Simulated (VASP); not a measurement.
# N (P2_13) in VASP: further runs

The runs below take N through relaxation of cell and atoms, single point, with r2SCAN.

All numbers are computed with VASP 6.6.1; they aren't measurements. Logs are shortened: lines on timing, memory, paths and dates and some standing lists are left out, and cuts for length are marked.

## (1) The cell of the first run

It takes space group P2_13 (No. 198, cubic). Conventional cell: a = 5.815 Å, b = 5.815 Å, c = 5.815 Å, α = 90.00°, β = 90.00°, γ = 90.00°. N (site symmetry 3) has 1 N at 1.11 Å within 1.5 Å. Within 1.5 Å of N (site symmetry 3) lie 1 N at 1.11 Å.

## (2) Relaxation of cell and atoms, r2SCAN

POSCAR

```
N
1.0
    5.8151017200      0.0000000000      0.0000000000
    0.0000000000      5.8151017200      0.0000000000
    0.0000000000      0.0000000000      5.8151017200
N
8
Direct
    0.0458611400      0.4541388600      0.5458611400
    0.4541388600      0.5458611400      0.0458611400
    0.5458611400      0.0458611400      0.4541388600
    0.9541388600      0.9541388600      0.9541388600
    0.9360985600      0.5639014400      0.4360985600
    0.5639014400      0.4360985600      0.9360985600
    0.4360985600      0.9360985600      0.5639014400
    0.0639014400      0.0639014400      0.0639014400
```

INCAR.step1

```
PREC = Accurate
ENCUT = 600
ISMEAR = -1
SIGMA = 0.05
LREAL = F
LASPH = T
NELM = 80
GGA = PE
ALGO = Normal
EDIFF = 1E-4
LWAVE = T
LCHARG = F
```

INCAR.step2

```
PREC = Accurate
ENCUT = 600
EDIFF = 1E-6
ISMEAR = -1
SIGMA = 0.05
LREAL = F
LASPH = T
NELM = 80
ALGO = Normal
ISIF = 3
LWAVE = F
LCHARG = F
METAGGA = R2SCAN
LMIXTAU = T
IBRION = 2
NSW = 60
EDIFFG = -0.01
ISTART = 1
```

KPOINTS

```
Automatic mesh
0
Gamma
  5 5 5
```

Potentials or basis: VASP PAW PBE potentials, release 64 (N).

Command:

```
$ cat potpaw_PBE.64/N/POTCAR > POTCAR
$ cp INCAR.step1 INCAR
$ mpirun -np 1 vasp_std > vasp.out
$ cp INCAR.step2 INCAR
$ mpirun -np 1 vasp_std > vasp.out
```

OUTCAR:

```text
PREC = Accurate
   ENCUT = 600
   EDIFF = 1E-6
   ISMEAR = -1
   LREAL = F
   LASPH = T
   NELM = 80
   ISIF = 3
   METAGGA = R2SCAN
   IBRION = 2
   NSW = 60
   EDIFFG = -0.01
   ISTART = 1

 ion  position               nearest neighbor table
   1  0.046  0.454  0.546-   5 1.11
   2  0.454  0.546  0.046-   6 1.11
   3  0.546  0.046  0.454-   7 1.11
   4  0.954  0.954  0.954-   8 1.11
   5  0.936  0.564  0.436-   1 1.11
   6  0.564  0.436  0.936-   2 1.11
   7  0.436  0.936  0.564-   3 1.11
   8  0.064  0.064  0.064-   4 1.11

  LATTYP: Found a simple cubic cell.
 ALAT       =     5.8151017200

  Lattice vectors:

 A1 = (   5.8151017200,   0.0000000000,   0.0000000000)
 A2 = (   0.0000000000,   5.8151017200,   0.0000000000)
 A3 = (   0.0000000000,   0.0000000000,   5.8151017200)

Analysis of symmetry for initial positions (statically):
=====================================================================
 Subroutine PRICEL returns:
 Original cell was already a primitive cell.

 Routine SETGRP: Setting up the symmetry group for a
 simple cubic supercell.

 Subroutine GETGRP returns: Found 12 space group operations
 (whereof  3 operations were pure point group operations)
 out of a pool of 48 trial point group operations.

The static configuration has the point symmetry C_3 .
 The point group associated with its full space group is T   .

Analysis of symmetry for dynamics (positions and initial velocities):
=====================================================================
 Subroutine PRICEL returns:
 Original cell was already a primitive cell.

 Routine SETGRP: Setting up the symmetry group for a
 simple cubic supercell.

 Subroutine GETGRP returns: Found 12 space group operations
 (whereof  3 operations were pure point group operations)
 out of a pool of 48 trial point group operations.

The dynamic configuration has the point symmetry C_3 .
 The point group associated with its full space group is T   .

 Subroutine INISYM returns: Found 12 space group operations
 (whereof  3 operations are pure point group operations),
 and found     1 'primitive' translations

----------------------------------------------------------------------------------------

                                     Primitive cell

  volume of cell :     196.6400

  direct lattice vectors                    reciprocal lattice vectors
     5.815101720  0.000000000  0.000000000     0.171966037  0.000000000  0.000000000
     0.000000000  5.815101720  0.000000000     0.000000000  0.171966037  0.000000000
     0.000000000  0.000000000  5.815101720     0.000000000  0.000000000  0.171966037

  length of vectors
     5.815101720  5.815101720  5.815101720     0.171966037  0.171966037  0.171966037

  position of ions in fractional coordinates (direct lattice)
     0.045861140  0.454138860  0.545861140
     0.454138860  0.545861140  0.045861140
     0.545861140  0.045861140  0.454138860
     0.954138860  0.954138860  0.954138860
     0.936098560  0.563901440  0.436098560
     0.563901440  0.436098560  0.936098560
     0.436098560  0.936098560  0.563901440
     0.063901440  0.063901440  0.063901440

  ion indices of the primitive-cell ions
   primitive index   ion index
                 1           1
                 2           2
                 3           3
                 4           4
                 5           5
                 6           6
                 7           7
                 8           8

----------------------------------------------------------------------------------------

 KPOINTS: Automatic mesh

Automatic generation of k-mesh.
 Grid dimensions read from file:
 generate k-points for:    5    5    5

 Generating k-lattice:

  Cartesian coordinates                     Fractional coordinates (reciprocal lattice)
     0.034393207  0.000000000  0.000000000     0.200000000  0.000000000  0.000000000
     0.000000000  0.034393207  0.000000000     0.000000000  0.200000000  0.000000000
     0.000000000  0.000000000  0.034393207     0.000000000  0.000000000  0.200000000

  Length of vectors
     0.034393207  0.034393207  0.034393207

  Shift w.r.t. Gamma in fractional coordinates (k-lattice)
     0.000000000  0.000000000  0.000000000

 Subroutine IBZKPT returns following result:
 ===========================================

 Found     11 irreducible k-points:

 Following reciprocal coordinates:
            Coordinates               Weight
  0.000000  0.000000  0.000000      1.000000
  0.200000  0.000000  0.000000      6.000000
  0.400000  0.000000  0.000000      6.000000
  0.200000  0.200000  0.000000     12.000000
  0.400000  0.200000  0.000000     12.000000
 -0.200000  0.400000  0.000000     12.000000
  0.400000  0.400000  0.000000     12.000000
  0.200000  0.200000  0.200000      8.000000
  0.400000  0.200000  0.200000     24.000000
  0.400000  0.400000  0.200000     24.000000
  0.400000  0.400000  0.400000      8.000000
   k-points           NKPTS =     11   k-points in BZ     NKDIM =     11   number of bands    NBANDS=     25
   number of dos      NEDOS =    301   number of ions     NIONS =      8
   total plane-waves  NPLWV = 110592
   dimension x,y,z NGX =    48 NGY =   48 NGZ =   48
   dimension x,y,z NGXF=    96 NGYF=   96 NGZF=   96
   ions per type =               8
   NGX,Y,Z   is equivalent  to a cutoff of  13.72, 13.72, 13.72 a.u.
   NGXF,Y,Z  is equivalent  to a cutoff of  27.45, 27.45, 27.45 a.u.
 SYSTEM =  unknown system
   PREC   = accura    normal or accurate (medium, high low for compatibility)
   ISTART =      1    job   : 0-new  1-cont  2-samecut
   ICHARG =      0    charge: 1-file 2-atom 10-const
   ISPIN  =      1    spin polarized calculation?
   LNONCOLLINEAR =      F non collinear calculations
   LSORBIT =      F    spin-orbit coupling
   LASPH  =      T    aspherical Exc in radial PAW
   ENCUT  =  600.0 eV  44.10 Ry    6.64 a.u.  11.61 11.61 11.61*2*pi/ulx,y,z
   NELM   =     80;   NELMIN=  2; NELMDL=  0     # of ELM steps
   EDIFF  = 0.1E-05   stopping-criterion for ELM
   LREAL  =      F    real-space projection
   EDIFFG = -.1E-01   stopping-criterion for IOM
   NSW    =     60    number of steps for IOM
   IBRION =      2    ionic relax: 0-MD 1-quasi-New 2-CG
   NFREE  =      1    steps in history (QN), initial steepest desc. (CG)
   ISIF   =      3    stress and relaxation
   ISYM   =      2    0-nonsym 1-usesym 2-fastsym
   POTIM  = 0.5000    time-step for ionic-motion
   TEBEG  =    0.0;   TEEND  =   0.0 temperature during run
   PSTRESS=    0.0 pullay stress
   NELECT =      40.0000    total number of electrons
   NUPDOWN=      -1.0000    fix difference up-down
   EMIN   =  10.00;   EMAX   =-10.00  energy-range for DOS
   EFERMI =   0.00;   METHOD = LEGACY
   ISMEAR =    -1;   SIGMA  =   0.05  broadening in eV -4-tet -1-fermi 0-gaus
   EFERMI_NEDOS =   21; number of points for ismear=-14 and -15
   IALGO  =     38    algorithm
   IMIX   =      4    mixing-type and parameters
     AMIX     =   0.40;   BMIX     =  1.00
     AMIX_MAG =   1.60;   BMIX_MAG =  1.00
  volume/ion in A,a.u.               =      24.58       165.87
  Fermi-wavevector in a.u.,A,eV,Ry     =   0.962803  1.819434 12.612464  0.926990
  Thomas-Fermi vector in A             =   2.092294
   LORBIT       =      0    0 simple, 1 ext, 2 COOP (PROOUT), +10 PAW based schemes
   METAGGA = R2SCAN    functional components
   LHFCALC =     F    Hartree Fock is set to
   AEXX    =    0.0000 exact exchange contribution
   IVDW    =     0    specifies the selected vdW correction
   LEPSILON=     F    determine dielectric tensor
   LRPA    =     F    only Hartree local field effects (RPA)
 conjugate gradient relaxation of ions
 non-spin polarized calculation
  energy-cutoff  :      600.00
  volume of cell :      196.64
 maximum number of plane-waves:      6619
 NGX is ok and might be reduce to    48
   NGX = 23   NGY = 23   NGZ = 23

--------------------------------------- Ionic step        1  -------------------------------------------

 number of electron      40.0000000 magnetization

 Free energy of the ion-electron system (eV)
  ---------------------------------------------------
  ext. energy  EPLUGINS =         0.00000000
  ---------------------------------------------------
  free energy    TOTEN  =       -73.02112347 eV

  energy without entropy =      -73.02112347  energy(sigma->0) =      -73.02112347

------------------------ aborting loop because EDIFF is reached ----------------------------------------

  FORCE on cell =-STRESS in cart. coord.  units (eV):
  Direction    XX          YY          ZZ          XY          YZ          ZX
  --------------------------------------------------------------------------------------
  -------------------------------------------------------------------------------------
  Total       -0.0830934     -0.0830934     -0.0830934     -0.0000000     -0.0000000      0.0000000
  in kB       -0.6770254     -0.6770254     -0.6770254     -0.0000000     -0.0000000      0.0000000
  external PRESSURE =      -0.6770254 kB  Pullay stress =       0.0000000 kB
[... 107 lines left out ...]
  FREE ENERGIE OF THE ION-ELECTRON SYSTEM (eV)
  ---------------------------------------------------
  free  energy   TOTEN  =       -73.0212034821 eV

  energy  without entropy=      -73.0212034820  energy(sigma->0) =      -73.02120348

[... ionic steps 4 to 22 ...]

--------------------------------------- Ionic step       23  -------------------------------------------

 number of electron      40.0000000 magnetization

------------------------ aborting loop because EDIFF is reached ----------------------------------------

  FORCE on cell =-STRESS in cart. coord.  units (eV):
  Direction    XX          YY          ZZ          XY          YZ          ZX
  --------------------------------------------------------------------------------------
  -------------------------------------------------------------------------------------
  Total        0.0000550      0.0000550      0.0000550      0.0000000      0.0000000     -0.0000000
  in kB        0.0004893      0.0004893      0.0004893      0.0000000      0.0000000     -0.0000000
  external PRESSURE =       0.0004893 kB  Pullay stress =       0.0000000 kB
[... 69 lines left out ...]
  energy  without entropy=      -73.0305694509  energy(sigma->0) =      -73.03056945

--------------------------------------- Ionic step       25  -------------------------------------------

 number of electron      40.0000000 magnetization

 Free energy of the ion-electron system (eV)
  ---------------------------------------------------
  ext. energy  EPLUGINS =         0.00000000
  ---------------------------------------------------
  free energy    TOTEN  =       -73.03057872 eV

  energy without entropy =      -73.03057872  energy(sigma->0) =      -73.03057872

 E-fermi :  -5.8542     XC(G=0):  -6.6071

 val. band max:       -7.0589736620   @ k =   0.4000   0.0000   0.0000
 cond. band min:       0.9334863413   @ k =   0.0000   0.0000   0.0000
 fundamental gap:      7.9924600033
 Fermi energy:        -5.8542145353

 k-point     1 :       0.0000    0.0000    0.0000
  band No.  band energies     occupation
      1     -26.2770      2.00000
      2     -26.2199      2.00000
      3     -26.2199      2.00000
      4     -26.2199      2.00000
      5     -10.9301      2.00000
      6     -10.9301      2.00000
[... 332 lines left out ...]
  FREE ENERGIE OF THE ION-ELECTRON SYSTEM (eV)
  ---------------------------------------------------
  free  energy   TOTEN  =       -73.0305787192 eV

  energy  without entropy=      -73.0305787191  energy(sigma->0) =      -73.03057872

 reached required accuracy - stopping structural energy minimisation
```

Run time: 32 min. Hardware: 1 thread of AMD EPYC 9R45 (Zen 5), shared host; peak memory 0.34 GiB.

Results:

```
Free energy                           : -73.0306 eV
Relaxed volume                        : 22.52 Å³/atom
Relaxed cell                          : a = 5.648 Å, b = 5.648 Å, c = 5.648 Å, α = 90.00°, β = 90.00°, γ = 90.00°
Space group after relaxing (to 0.1 Å) : P2_13 (No. 198)
Energy gained by relaxing             : 1.2 meV/atom
Ionic steps                           : 25
Pressure after relaxing               : 0.0 GPa
Largest force after relaxing          : 0.010 eV/Å
Band gap on the k mesh                : 7.99 eV (least direct gap 8.01 eV)
```

Forces in eV/Å, atoms in the order of the input:
```
N    0.006 -0.006  0.006
N   -0.006  0.006  0.006
N    0.006  0.006 -0.006
N   -0.006 -0.006 -0.006
N    0.005 -0.005  0.005
N   -0.005  0.005  0.005
N    0.005  0.005 -0.005
N   -0.005 -0.005 -0.005
```

Step by step:
```tsv
step	energy change (eV)	largest force (eV/Å)	pressure (GPa)	volume (Å³)
1	0.0000	0.0756	-0.07	196.64
2	0.0095	0.8810	-1.19	196.34
3	-0.0001	0.0190	-0.16	196.62
4	-0.0007	0.0167	-0.15	195.94
5	-0.0025	0.0082	-0.13	193.92
6	-0.0056	0.0365	-0.07	189.91
7	-0.0089	0.1258	0.13	182.07
8	-0.0091	0.1633	0.21	179.24
9	-0.0092	0.1053	0.14	179.01
10	-0.0093	0.0210	0.03	178.67
11	-0.0093	0.0184	0.03	178.66
12	-0.0093	0.0177	0.03	178.68
13	-0.0094	0.0165	0.03	178.74
14	-0.0094	0.0139	0.02	178.86
15	-0.0094	0.0109	0.01	179.11
16	-0.0094	0.0204	-0.01	179.61
17	-0.0094	0.0386	-0.05	180.60
18	-0.0094	0.0274	-0.02	179.99
19	-0.0094	0.0118	0.00	180.11
20	-0.0094	0.0165	0.00	180.13
21	-0.0094	0.0139	0.00	180.12
22	-0.0094	0.0135	0.00	180.12
23	-0.0094	0.0128	0.00	180.11
24	-0.0094	0.0117	0.00	180.13
25	-0.0095	0.0099	0.00	180.18
```

Final structure:
```cif
data_structure
_symmetry_space_group_name_H-M 'P 1'
_symmetry_Int_Tables_number 1
_cell_length_a 5.6481
_cell_length_b 5.6481
_cell_length_c 5.6481
_cell_angle_alpha 90.000
_cell_angle_beta 90.000
_cell_angle_gamma 90.000
_cell_volume 180.18
loop_
_atom_site_label
_atom_site_type_symbol
_atom_site_fract_x
_atom_site_fract_y
_atom_site_fract_z
_atom_site_occupancy
N1 N 0.04867 0.45133 0.54867 1
N2 N 0.45133 0.54867 0.04867 1
N3 N 0.54867 0.04867 0.45133 1
N4 N 0.95133 0.95133 0.95133 1
N5 N 0.93564 0.56436 0.43564 1
N6 N 0.56436 0.43564 0.93564 1
N7 N 0.43564 0.93564 0.56436 1
N8 N 0.06436 0.06436 0.06436 1
```

Levels at points of the mesh, in eV from the valence-band top:
```csv
k point,band 16,band 17,band 18,band 19,band 20,band 21,band 22,band 23,band 24,band 25
"(0.00, 0.00, 0.00)",-1.25,-0.86,-0.02,-0.02,-0.02,7.99,7.99,7.99,8.86,8.86
```

Caveat: the standard files for N, O and F lose accuracy on very short bonds; the PAW data sets were made with another functional, which shifts forces and pressure a little; an odd mesh through Γ misses points on the zone boundary, where band edges can lie.

## (3) Single point, r2SCAN

POSCAR is that of step 2.

INCAR.step1

```
PREC     = Accurate       # precision mode
ENCUT    = 910            # plane-wave cutoff, eV
ISMEAR   = 0              # smearing method
SIGMA    = 0.01           # smearing width, eV
LREAL    = F              # projectors in reciprocal space
LASPH    = T              # aspherical terms in the spheres
NELM     = 120            # most SCF steps
NBANDS   = 30             # bands
GGA      = PE             # functional
ALGO     = Normal         # electronic algorithm
EDIFF    = 1E-5           # SCF threshold, eV
LWAVE    = T              # write WAVECAR
LCHARG   = F              # write CHGCAR
GGA_COMPAT= F
```

INCAR.step2

```
PREC     = Accurate       # precision mode
ENCUT    = 910            # plane-wave cutoff, eV
EDIFF    = 1E-6           # SCF threshold, eV
ISMEAR   = 0              # smearing method
SIGMA    = 0.01           # smearing width, eV
LREAL    = F              # projectors in reciprocal space
LASPH    = T              # aspherical terms in the spheres
NELM     = 120            # most SCF steps
ALGO     = Normal         # electronic algorithm
ISIF     = 2              # what is computed and relaxed
LWAVE    = F              # write WAVECAR
LCHARG   = F              # write CHGCAR
METAGGA  = R2SCAN         # meta-GGA
LMIXTAU  = T            
NBANDS   = 30             # bands
ISTART   = 1            
GGA_COMPAT= F
```

KPOINTS

```
regular mesh
0
Gamma
  4 4 4
```

Potentials or basis: VASP PAW PBE potentials, release 64 (N_h).

Command:

```
$ cat potpaw_PBE.64/N_h/POTCAR > POTCAR
$ cp INCAR.step1 INCAR
$ mpirun -np 1 vasp_std > vasp.out
$ cp INCAR.step2 INCAR
$ mpirun -np 1 vasp_std > vasp.out
```

Wall time 8.6 min (1 thread of Intel Xeon Platinum 8259CL at 2.50GHz (Skylake/Cascade Lake), shared host); peak memory 0.55 GiB.

It converged, with:

* Free energy: -73.7651 eV
* Pressure: -2.4 GPa
* Largest force: 1.819 eV/Å
* Band gap on the k mesh: 8.18 eV (least direct gap 8.20 eV)

Forces in eV/Å, atoms in the order of the input:
```
N   -1.042  1.042 -1.042
N    1.042 -1.042 -1.042
N   -1.042 -1.042  1.042
N    1.042  1.042  1.042
N    1.050 -1.050  1.050
N   -1.050  1.050  1.050
N    1.050  1.050 -1.050
N   -1.050 -1.050 -1.050
```

Levels at points of the mesh, in eV from the valence-band top:
```
           k point  band 17  band 18  band 19  band 20  band 21  band 22  band 23  band 24
(0.00, 0.00, 0.00)    -0.70    -0.02    -0.02    -0.02     8.18     8.18     8.18     8.93
(0.50, 0.00, 0.00)    -0.25    -0.25     0.00     0.00     8.40     8.40     8.71     8.71
(0.50, 0.50, 0.00)    -0.15    -0.15    -0.11    -0.11     8.70     8.70     8.73     8.73
(0.50, 0.50, 0.50)    -0.18    -0.18    -0.18    -0.18     8.72     8.72     8.72     8.72
```

Caveat: the cutoff is under 1.25 times the usual one of these potentials, so pressure, stress and relaxed cells hold a basis-set (Pulay) error; the PAW data sets were made with another functional, which shifts forces and pressure a little.
